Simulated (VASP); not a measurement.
# Au (P6_3/mmc) in VASP: single point with PBEsol

Aim: the single point of Au with PBEsol.

All numbers are computed with VASP 6.6.1; they aren't measurements. Logs are shortened: lines on timing, memory, paths and dates and some standing lists are left out, and cuts for length are marked.

### Step 1. The cell of the first run

Symmetry: P6_3/mmc, No. 194, hexagonal system. Conventional cell: a = 2.947 Å, b = 2.947 Å, c = 4.774 Å, α = 90.00°, β = 90.00°, γ = 120.00°. Within 3.9 Å of Au (site symmetry -6m2) lie 12 Au at 2.93 to 2.95 Å.

This isn't the form of Au at room conditions, which is fcc.

### Step 2. Single point, PBEsol

INCAR reads:

```
PREC = Accurate
ENCUT = 520
EDIFF = 1E-6
ISMEAR = -1
SIGMA = 0.05
LREAL = F
LASPH = T
NELM = 80
ALGO = Normal
ISIF = 2
LWAVE = F
LCHARG = F
GGA = PS
NBANDS = 18
```

KPOINTS reads:

```
regular mesh
0
Gamma
  12 12 6
```

POSCAR reads:

```
Au
1.0
    2.9469569625      0.0000000000      0.0000000000
   -1.4734784812      2.5521395934      0.0000000000
    0.0000000000      0.0000000000      4.7740702792
Au
2
Direct
    0.3333333333      0.6666666667      0.2500000000
    0.6666666667      0.3333333333      0.7500000000
```

Potentials or basis: VASP PAW PBE potentials, release 64 (Au).

The run is started by

```sh
cat potpaw_PBE.64/Au/POTCAR > POTCAR
mpirun -np 1 vasp_std > vasp.out
```

OUTCAR:

```text
PREC = Accurate
   ENCUT = 520
   EDIFF = 1E-6
   ISMEAR = -1
   LREAL = F
   LASPH = T
   NELM = 80
   ISIF = 2
   GGA = PS

 ion  position               nearest neighbor table
   1  0.333  0.667  0.250-   2 2.93   2 2.93   2 2.93   2 2.93   2 2.93   2 2.93
   2  0.667  0.333  0.750-   1 2.93   1 2.93   1 2.93   1 2.93   1 2.93   1 2.93

  LATTYP: Found a hexagonal cell.
 ALAT       =     2.9469569625
 C/A-ratio  =     1.6200000000

  Lattice vectors:

 A1 = (   2.9469569625,   0.0000000000,   0.0000000000)
 A2 = (  -1.4734784812,   2.5521395934,   0.0000000000)
 A3 = (   0.0000000000,   0.0000000000,   4.7740702792)

Analysis of symmetry for initial positions (statically):
=====================================================================
 Subroutine PRICEL returns:
 Original cell was already a primitive cell.

 Routine SETGRP: Setting up the symmetry group for a
 hexagonal supercell.

 Subroutine GETGRP returns: Found 24 space group operations
 (whereof 12 operations were pure point group operations)
 out of a pool of 24 trial point group operations.

The static configuration has the point symmetry D_3d.
 The point group associated with its full space group is D_6h.

Analysis of symmetry for dynamics (positions and initial velocities):
=====================================================================
 Subroutine PRICEL returns:
 Original cell was already a primitive cell.

 Routine SETGRP: Setting up the symmetry group for a
 hexagonal supercell.

 Subroutine GETGRP returns: Found 24 space group operations
 (whereof 12 operations were pure point group operations)
 out of a pool of 24 trial point group operations.

The dynamic configuration has the point symmetry D_3d.
 The point group associated with its full space group is D_6h.

 Subroutine INISYM returns: Found 24 space group operations
 (whereof 12 operations are pure point group operations),
 and found     1 'primitive' translations

----------------------------------------------------------------------------------------

                                     Primitive cell

  volume of cell :      35.9060

  direct lattice vectors                    reciprocal lattice vectors
     2.946956962  0.000000000  0.000000000     0.339333086  0.195914048  0.000000000
    -1.473478481  2.552139593  0.000000000     0.000000000  0.391828097  0.000000000
     0.000000000  0.000000000  4.774070279     0.000000000  0.000000000  0.209464868

[... 81 lines left out ...]
   ENCUT  =  520.0 eV  38.22 Ry    6.18 a.u.   5.48  5.48  8.88*2*pi/ulx,y,z
   NELM   =     80;   NELMIN=  2; NELMDL= -5     # of ELM steps
   EDIFF  = 0.1E-05   stopping-criterion for ELM
   LREAL  =      F    real-space projection
   EDIFFG = 0.1E-04   stopping-criterion for IOM
   NSW    =      0    number of steps for IOM
   IBRION =     -1    ionic relax: 0-MD 1-quasi-New 2-CG
   NFREE  =      0    steps in history (QN), initial steepest desc. (CG)
   ISIF   =      2    stress and relaxation
   ISYM   =      2    0-nonsym 1-usesym 2-fastsym
   POTIM  = 0.5000    time-step for ionic-motion
   TEBEG  =    0.0;   TEEND  =   0.0 temperature during run
   PSTRESS=    0.0 pullay stress
   NELECT =      22.0000    total number of electrons
   NUPDOWN=      -1.0000    fix difference up-down
   EMIN   =  10.00;   EMAX   =-10.00  energy-range for DOS
   EFERMI =   0.00;   METHOD = LEGACY
   ISMEAR =    -1;   SIGMA  =   0.05  broadening in eV -4-tet -1-fermi 0-gaus
   EFERMI_NEDOS =   21; number of points for ismear=-14 and -15
   IALGO  =     38    algorithm
   IMIX   =      4    mixing-type and parameters
     AMIX     =   0.40;   BMIX     =  1.00
     AMIX_MAG =   1.60;   BMIX_MAG =  1.00
  volume/ion in A,a.u.               =      17.95       121.15
  Fermi-wavevector in a.u.,A,eV,Ry     =   1.390465  2.627598 26.305406  1.933393
  Thomas-Fermi vector in A             =   2.514397
   LORBIT       =      0    0 simple, 1 ext, 2 COOP (PROOUT), +10 PAW based schemes
   GGA     = PS    functional components
   LHFCALC =     F    Hartree Fock is set to
   AEXX    =    0.0000 exact exchange contribution
   IVDW    =     0    specifies the selected vdW correction
   LEPSILON=     F    determine dielectric tensor
   LRPA    =     F    only Hartree local field effects (RPA)
 non-spin polarized calculation
  energy-cutoff  :      520.00
  volume of cell :       35.91
 maximum number of plane-waves:       990
 NGX is ok and might be reduce to    24
   NGX = 11   NGY = 11   NGZ = 17

 number of electron      22.0000002 magnetization

 Free energy of the ion-electron system (eV)
  ---------------------------------------------------
  ext. energy  EPLUGINS =         0.00000000
  ---------------------------------------------------
  free energy    TOTEN  =        -7.76607444 eV

  energy without entropy =       -7.75761266  energy(sigma->0) =       -7.76184355

 E-fermi :   8.3286     XC(G=0): -12.5769

 val. band max:        8.2678031582   @ k =   0.4167   0.0833   0.0000
 cond. band min:       8.3484760300   @ k =   0.5000  -0.0000   0.3333
 fundamental gap:      0.0806728718
 Fermi energy:         8.3286268947

 k-point     1 :       0.0000    0.0000    0.0000
  band No.  band energies     occupation
      1      -0.9474      2.00000
      2       1.5831      2.00000
      3       4.0622      2.00000
      4       4.1383      2.00000
      5       4.1383      2.00000
      6       4.4656      2.00000
[... 481 lines left out ...]
      5       4.2752      2.00000
      6       4.3197      2.00000
[... 10 lines left out ...]
     17      22.9580      0.00000
     18      24.5306      0.00000

 [... further k-points ...]

------------------------ aborting loop because EDIFF is reached ----------------------------------------

  FORCE on cell =-STRESS in cart. coord.  units (eV):
  Direction    XX          YY          ZZ          XY          YZ          ZX
  --------------------------------------------------------------------------------------
  -------------------------------------------------------------------------------------
  Total       -1.8871743     -1.8871743     -1.4329906     -0.0000000     -0.0000000      0.0000000
  in kB      -84.2084318    -84.2084318    -63.9421018     -0.0000000     -0.0000000      0.0000000
  external PRESSURE =     -77.4529884 kB  Pullay stress =       0.0000000 kB

 VOLUME and BASIS-vectors are now :
 -----------------------------------------------------------------------------
  energy-cutoff  :      520.00
  volume of cell :       35.91
      direct lattice vectors                 reciprocal lattice vectors
     2.946956962  0.000000000  0.000000000     0.339333086  0.195914048  0.000000000
    -1.473478481  2.552139593  0.000000000     0.000000000  0.391828097  0.000000000
     0.000000000  0.000000000  4.774070279     0.000000000  0.000000000  0.209464868

 POSITION                                       TOTAL-FORCE (eV/Angst)
 -----------------------------------------------------------------------------------
     -0.00000      1.70143      1.19352        -0.000000     -0.000000      0.000000
      1.47348      0.85071      3.58055         0.000000      0.000000      0.000000
 -----------------------------------------------------------------------------------
    total drift:                                0.000000     -0.000000      0.000000

  FREE ENERGIE OF THE ION-ELECTRON SYSTEM (eV)
  ---------------------------------------------------
  free  energy   TOTEN  =        -7.7660744353 eV

  energy  without entropy=       -7.7576126648  energy(sigma->0) =       -7.76184355
```

OSZICAR:

```text
N       E                     dE             d eps       ncg     rms          rms(c)
DAV:   1     0.121327737516E+03    0.12133E+03   -0.11622E+04  2736   0.118E+03
DAV:   2    -0.633218818249E+01   -0.12766E+03   -0.12172E+03  2922   0.259E+02
DAV:   3    -0.842751539952E+01   -0.20953E+01   -0.20827E+01  3216   0.335E+01
DAV:   4    -0.843657591863E+01   -0.90605E-02   -0.90589E-02  3058   0.230E+00
DAV:   5    -0.843665618034E+01   -0.80262E-04   -0.80261E-04  3058   0.233E-01    0.116E+01
DAV:   6    -0.780655493603E+01    0.63010E+00   -0.12409E+00  2832   0.101E+01    0.739E+00
DAV:   7    -0.777100002748E+01    0.35555E-01   -0.88062E-02  3052   0.262E+00    0.353E+00
DAV:   8    -0.776610519651E+01    0.48948E-02   -0.63977E-03  2882   0.661E-01    0.395E-01
DAV:   9    -0.776606649928E+01    0.38697E-04   -0.57930E-05  3074   0.679E-02    0.188E-02
DAV:  10    -0.776607454918E+01   -0.80499E-05   -0.27632E-06  3054   0.156E-02    0.752E-03
DAV:  11    -0.776607443525E+01    0.11393E-06   -0.14397E-07  1500   0.298E-03
   1 F= -.77660744E+01 E0= -.77618436E+01  d E =-.846177E-02
```

Wall time 13 s (1 thread of Intel Xeon 6975P-C (Granite Rapids), shared host); peak memory 0.18 GiB.

What came out:

```
Free energy            : -7.7661 eV
Pressure               : -7.7 GPa
Band gap on the k mesh : zero (bands 11 and 12 overlap by 6.48 eV)
```

Stress tensor (GPa, compression positive):
```
-8.42  0.00  0.00
 0.00 -8.42  0.00
 0.00  0.00 -6.39
```

Caveat: the cell stands under tension; the PAW data sets were made with another functional, which shifts forces and pressure a little; spin-orbit coupling is left out, which moves the levels of the heavy elements.
